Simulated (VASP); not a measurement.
# HRh2 (Fm-3m) in VASP: a series of runs

HRh2 is run at these levels: PBE; tasks: single point, relaxation of cell and atoms.

Everything below comes from runs of VASP 6.6.1. Logs are shortened: lines on timing, memory, paths and dates and some standing lists are left out, and cuts for length are marked.

## 1. The cell of the first run

It takes space group Fm-3m (No. 225, cubic). Conventional cell: a = 5.149 Å, b = 5.149 Å, c = 5.149 Å, α = 90.00°, β = 90.00°, γ = 90.00°. H (site symmetry m-3m) has 8 Rh at 2.23 Å within 2.9 Å. Rh (site symmetry -43m) has 4 H at 2.23 Å and 6 Rh at 2.57 Å within 2.9 Å.

The cell was built from a structure type or drawn by symmetry, and may not be a known phase.

## 2. Single point, PBE

INCAR reads:

```
PREC = Accurate ; ENCUT = 520
EDIFF = 1E-7 ; ISMEAR = 0
SIGMA = 0.1 ; LREAL = False
LASPH = True ; NELM = 80
ALGO = Normal ; ISIF = 2
LWAVE = False ; LCHARG = False
GGA = PE ; NBANDS = 22
```

KPOINTS reads:

```
Automatic mesh
0
Gamma
  6 6 6
```

POSCAR reads:

```
HRh2
1.0
    0.0000000000      2.5744495190      2.5744495190
    2.5744495190      0.0000000000      2.5744495190
    2.5744495190      2.5744495190      0.0000000000
H Rh
1 2
Direct
    0.0000000000      0.0000000000      0.0000000000
    0.2500000000      0.2500000000      0.2500000000
    0.7500000000      0.7500000000      0.7500000000
```

Potentials or basis: VASP PAW PBE potentials, release 64 (H, Rh_pv).

Started as:

```sh
cat potpaw_PBE.64/H/POTCAR potpaw_PBE.64/Rh_pv/POTCAR > POTCAR
mpirun -np 1 vasp_std > vasp.out
```

OUTCAR:

```text
PREC = Accurate
   ENCUT = 520
   EDIFF = 1E-7
   ISMEAR = 0
   LREAL = False
   LASPH = True
   NELM = 80
   ISIF = 2
   GGA = PE

 ion  position               nearest neighbor table
   1  0.000  0.000  0.000-
   2  0.250  0.250  0.250-   3 2.57   3 2.57   3 2.57   3 2.57   3 2.57   3 2.57
   3  0.750  0.750  0.750-   2 2.57   2 2.57   2 2.57   2 2.57   2 2.57   2 2.57

  LATTYP: Found a face centered cubic cell.
 ALAT       =     5.1488990380

  Lattice vectors:

 A1 = (   0.0000000000,   2.5744495190,   2.5744495190)
 A2 = (   2.5744495190,   0.0000000000,   2.5744495190)
 A3 = (   2.5744495190,   2.5744495190,   0.0000000000)

Analysis of symmetry for initial positions (statically):
=====================================================================
 Subroutine PRICEL returns:
 Original cell was already a primitive cell.

 Routine SETGRP: Setting up the symmetry group for a
 face centered cubic supercell.

 Subroutine GETGRP returns: Found 48 space group operations
 (whereof 48 operations were pure point group operations)
 out of a pool of 48 trial point group operations.

The static configuration has the point symmetry O_h .

Analysis of symmetry for dynamics (positions and initial velocities):
=====================================================================
 Subroutine PRICEL returns:
 Original cell was already a primitive cell.

 Routine SETGRP: Setting up the symmetry group for a
 face centered cubic supercell.

 Subroutine GETGRP returns: Found 48 space group operations
 (whereof 48 operations were pure point group operations)
 out of a pool of 48 trial point group operations.

The dynamic configuration has the point symmetry O_h .

 Subroutine INISYM returns: Found 48 space group operations
 (whereof 48 operations are pure point group operations),
 and found     1 'primitive' translations

----------------------------------------------------------------------------------------

                                     Primitive cell

  volume of cell :      34.1258

  direct lattice vectors                    reciprocal lattice vectors
     0.000000000  2.574449519  2.574449519    -0.194216277  0.194216277  0.194216277
     2.574449519  0.000000000  2.574449519     0.194216277 -0.194216277  0.194216277
     2.574449519  2.574449519  0.000000000     0.194216277  0.194216277 -0.194216277

  length of vectors
     3.640821425  3.640821425  3.640821425     0.336392459  0.336392459  0.336392459

  position of ions in fractional coordinates (direct lattice)
     0.000000000  0.000000000  0.000000000
     0.250000000  0.250000000  0.250000000
     0.750000000  0.750000000  0.750000000

  ion indices of the primitive-cell ions
   primitive index   ion index
                 1           1
                 2           2
                 3           3

----------------------------------------------------------------------------------------

 KPOINTS: Automatic mesh

Automatic generation of k-mesh.
 Grid dimensions read from file:
 generate k-points for:    6    6    6

 Generating k-lattice:

  Cartesian coordinates                     Fractional coordinates (reciprocal lattice)
    -0.032369379  0.032369379  0.032369379     0.166666667  0.000000000  0.000000000
     0.032369379 -0.032369379  0.032369379     0.000000000  0.166666667  0.000000000
     0.032369379  0.032369379 -0.032369379     0.000000000  0.000000000  0.166666667

  Length of vectors
     0.056065410  0.056065410  0.056065410

  Shift w.r.t. Gamma in fractional coordinates (k-lattice)
     0.000000000  0.000000000  0.000000000

 Subroutine IBZKPT returns following result:
 ===========================================

 Found     16 irreducible k-points:

 Following reciprocal coordinates:
            Coordinates               Weight
  0.000000  0.000000  0.000000      1.000000
  0.166667  0.000000  0.000000      8.000000
  0.333333  0.000000  0.000000      8.000000
  0.500000  0.000000  0.000000      4.000000
  0.166667  0.166667  0.000000      6.000000
  0.333333  0.166667  0.000000     24.000000
[... 8 lines left out ...]
 -0.333333  0.333333  0.166667     24.000000
 -0.333333  0.500000  0.166667     12.000000
   k-points           NKPTS =     16   k-points in BZ     NKDIM =     16   number of bands    NBANDS=     22
   number of dos      NEDOS =    301   number of ions     NIONS =      3
   total plane-waves  NPLWV =  21952
   dimension x,y,z NGX =    28 NGY =   28 NGZ =   28
   dimension x,y,z NGXF=    56 NGYF=   56 NGZF=   56
   ions per type =               1   2
   NGX,Y,Z   is equivalent  to a cutoff of  12.79, 12.79, 12.79 a.u.
   NGXF,Y,Z  is equivalent  to a cutoff of  25.57, 25.57, 25.57 a.u.
 SYSTEM =  unknown system
   PREC   = accura    normal or accurate (medium, high low for compatibility)
   ISTART =      0    job   : 0-new  1-cont  2-samecut
   ICHARG =      2    charge: 1-file 2-atom 10-const
   ISPIN  =      1    spin polarized calculation?
   LNONCOLLINEAR =      F non collinear calculations
   LSORBIT =      F    spin-orbit coupling
   LASPH  =      T    aspherical Exc in radial PAW
   ENCUT  =  520.0 eV  38.22 Ry    6.18 a.u.   6.77  6.77  6.77*2*pi/ulx,y,z
   NELM   =     80;   NELMIN=  2; NELMDL= -5     # of ELM steps
   EDIFF  = 0.1E-06   stopping-criterion for ELM
   LREAL  =      F    real-space projection
   EDIFFG = 0.1E-05   stopping-criterion for IOM
   NSW    =      0    number of steps for IOM
   IBRION =     -1    ionic relax: 0-MD 1-quasi-New 2-CG
   NFREE  =      0    steps in history (QN), initial steepest desc. (CG)
   ISIF   =      2    stress and relaxation
   ISYM   =      2    0-nonsym 1-usesym 2-fastsym
   POTIM  = 0.5000    time-step for ionic-motion
   TEBEG  =    0.0;   TEEND  =   0.0 temperature during run
   PSTRESS=    0.0 pullay stress
   NELECT =      31.0000    total number of electrons
   NUPDOWN=      -1.0000    fix difference up-down
   EMIN   =  10.00;   EMAX   =-10.00  energy-range for DOS
   EFERMI =   0.00;   METHOD = LEGACY
   ISMEAR =     0;   SIGMA  =   0.10  broadening in eV -4-tet -1-fermi 0-gaus
   EFERMI_NEDOS =   21; number of points for ismear=-14 and -15
   IALGO  =     38    algorithm
   IMIX   =      4    mixing-type and parameters
     AMIX     =   0.40;   BMIX     =  1.00
     AMIX_MAG =   1.60;   BMIX_MAG =  1.00
  volume/ion in A,a.u.               =      11.38        76.76
  Fermi-wavevector in a.u.,A,eV,Ry     =   1.585505  2.996170 34.202691  2.513827
  Thomas-Fermi vector in A             =   2.684959
   LORBIT       =      0    0 simple, 1 ext, 2 COOP (PROOUT), +10 PAW based schemes
   GGA     = PE    functional components
   LHFCALC =     F    Hartree Fock is set to
   AEXX    =    0.0000 exact exchange contribution
   IVDW    =     0    specifies the selected vdW correction
   LEPSILON=     F    determine dielectric tensor
   LRPA    =     F    only Hartree local field effects (RPA)
 non-spin polarized calculation
 Gauss-broadening in eV      SIGMA  =   0.10
  energy-cutoff  :      520.00
  volume of cell :       34.13
 maximum number of plane-waves:       941
   NGX = 13   NGY = 13   NGZ = 13

 number of electron      30.9999994 magnetization

 Free energy of the ion-electron system (eV)
  ---------------------------------------------------
  ext. energy  EPLUGINS =         0.00000000
  ---------------------------------------------------
  free energy    TOTEN  =       -16.14296983 eV

  energy without entropy =      -16.12812128  energy(sigma->0) =      -16.13554556

 E-fermi :   9.2609     XC(G=0): -12.9247

 val. band max:        9.2373259175   @ k =   0.1667   0.1667   0.0000
 cond. band min:       9.2807243083   @ k =  -0.3333   0.3333   0.0000
 fundamental gap:      0.0433983908
 Fermi energy:         9.2609427286

 k-point     1 :       0.0000    0.0000    0.0000
  band No.  band energies     occupation
      1     -37.1907      2.00000
      2     -37.1907      2.00000
      3     -37.1907      2.00000
      4     -36.7250      2.00000
      5     -36.7250      2.00000
      6     -36.7250      2.00000
[... 14 lines left out ...]
     21      20.4390      0.00000
     22      24.1819      0.00000

 k-point     2 :       0.1667    0.0000    0.0000
  band No.  band energies     occupation
      1     -37.1656      2.00000
      2     -37.1615      2.00000
      3     -37.1615      2.00000
      4     -36.7634      2.00000
      5     -36.7583      2.00000
      6     -36.7583      2.00000
[... 14 lines left out ...]
     21      20.9497      0.00000
     22      23.1929      0.00000

 k-point     3 :       0.3333    0.0000    0.0000
  band No.  band energies     occupation
      1     -37.0933      2.00000
      2     -37.0803      2.00000
      3     -37.0803      2.00000
      4     -36.8623      2.00000
      5     -36.8476      2.00000
      6     -36.8476      2.00000
[... 14 lines left out ...]
     21      21.5483      0.00000
     22      22.6416      0.00000

 k-point     4 :       0.5000    0.0000    0.0000
  band No.  band energies     occupation
      1     -36.9861      2.00000
      2     -36.9828      2.00000
      3     -36.9666      2.00000
      4     -36.9666      2.00000
      5     -36.9654      2.00000
      6     -36.9654      2.00000
[... 14 lines left out ...]
     21      21.6965      0.00000
     22      22.6473      0.00000

 k-point     5 :       0.1667    0.1667    0.0000
  band No.  band energies     occupation
      1     -37.2083      2.00000
      2     -37.2083      2.00000
      3     -37.0514      2.00000
      4     -36.8817      2.00000
      5     -36.7119      2.00000
      6     -36.7119      2.00000
[... 217 lines left out ...]
 k-point    14 :       0.5000    0.3333    0.1667
  band No.  band energies     occupation
      1     -37.2622      2.00000
      2     -37.1701      2.00000
      3     -37.1007      2.00000
      4     -36.8374      2.00000
      5     -36.7808      2.00000
      6     -36.6727      2.00000
[... 14 lines left out ...]
     21      19.2690      0.00000
     22      23.7872      0.00000

 k-point    15 :      -0.3333    0.3333    0.1667
  band No.  band energies     occupation
      1     -37.2566      2.00000
      2     -37.2538      2.00000
      3     -36.9713      2.00000
      4     -36.9712      2.00000
      5     -36.6906      2.00000
      6     -36.6900      2.00000
[... 14 lines left out ...]
     21      19.4507      0.00000
     22      23.4875      0.00000

 k-point    16 :      -0.3333    0.5000    0.1667
  band No.  band energies     occupation
      1     -37.3180      2.00000
      2     -37.2799      2.00000
      3     -37.1170      2.00000
      4     -36.8227      2.00000
      5     -36.6595      2.00000
      6     -36.6342      2.00000
[... 14 lines left out ...]
     21      18.9408      0.00000
     22      23.7315      0.00000

------------------------ aborting loop because EDIFF is reached ----------------------------------------

  FORCE on cell =-STRESS in cart. coord.  units (eV):
  Direction    XX          YY          ZZ          XY          YZ          ZX
  --------------------------------------------------------------------------------------
  -------------------------------------------------------------------------------------
  Total       -0.0136322     -0.0136322     -0.0136322     -0.0000000      0.0000000     -0.0000000
  in kB       -0.6400178     -0.6400178     -0.6400178     -0.0000000      0.0000000     -0.0000000
  external PRESSURE =      -0.6400178 kB  Pullay stress =       0.0000000 kB

 VOLUME and BASIS-vectors are now :
 -----------------------------------------------------------------------------
  energy-cutoff  :      520.00
  volume of cell :       34.13
      direct lattice vectors                 reciprocal lattice vectors
     0.000000000  2.574449519  2.574449519    -0.194216277  0.194216277  0.194216277
     2.574449519  0.000000000  2.574449519     0.194216277 -0.194216277  0.194216277
     2.574449519  2.574449519  0.000000000     0.194216277  0.194216277 -0.194216277

 POSITION                                       TOTAL-FORCE (eV/Angst)
 -----------------------------------------------------------------------------------
      0.00000      0.00000      0.00000         0.000000     -0.000000     -0.000000
      1.28722      1.28722      1.28722        -0.000000     -0.000000     -0.000000
      3.86167      3.86167      3.86167         0.000000      0.000000      0.000000
 -----------------------------------------------------------------------------------
    total drift:                                0.000000      0.000000      0.000000

  FREE ENERGIE OF THE ION-ELECTRON SYSTEM (eV)
  ---------------------------------------------------
  free  energy   TOTEN  =       -16.1429698321 eV

  energy  without entropy=      -16.1281212822  energy(sigma->0) =      -16.13554556
```

Wall time 26 s (1 thread of Intel Xeon 8259CL, shared host); peak memory 0.16 GiB.

What came out:

| Quantity | Value |
| --- | --- |
| Free energy | -16.1430 eV |
| Pressure | -0.1 GPa |
| Band gap on the k mesh | zero (an odd number of electrons rules out a gap without spin polarisation) |

Levels at points of the mesh, in eV from the Fermi level:
```
           k point  band 13  band 14  band 15  band 16  band 17  band 18
(0.00, 0.00, 0.00)     0.56     0.56     0.56     2.17     2.17     3.13
(0.50, 0.00, 0.00)    -1.54    -1.54    -1.50    -1.50     0.21     0.38
(0.50, 0.50, 0.00)    -1.48    -1.04    -1.04     0.76     2.05     4.60
```

[end of part 1 of 2]
